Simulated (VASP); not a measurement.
Runs of VASP 6.6.1 on SiO2. The structure is that of space group I4/mmm (No. 139), or close to it. The cells are those of the table. 

```tsv
spin	cell	k mesh	gap on the mesh (eV)	pressure (GPa)	largest force (eV/Å)
off	a = 4.499 Å, angles 104.4, 104.4, 120.2°, 6 atoms	6 × 6 × 6	none	180.9	(a)
collinear, ferromagnetic start	a = 4.789 Å, angles 107.3, 107.3, 113.9°, 6 atoms	4 × 4 × 4	none	0.3	0.10
off	a = 4.789 Å, angles 107.3, 107.3, 113.9°, 6 atoms	6 × 6 × 6	none	0.2	0.10
off	a = 4.791 Å, angles 107.5, 107.5, 113.5°, 6 atoms	10 × 10 × 10	none	0.2	0.10
```

Alike in all rows: task single point; level PBE; potentials or basis VASP PAW PBE potentials, release 64 (Si, O); cutoff (eV) 520; smearing gaussian 0.1 eV.

Q: Estimate the missing entries.

A: (a) 45.43.

Caveats: some runs use coarse meshes; forces of over 1 eV/Å act on the atoms, so gaps and moduli don't describe the material at rest (some runs).

A gap of «none» marks levels without a gap at the run's occupations.
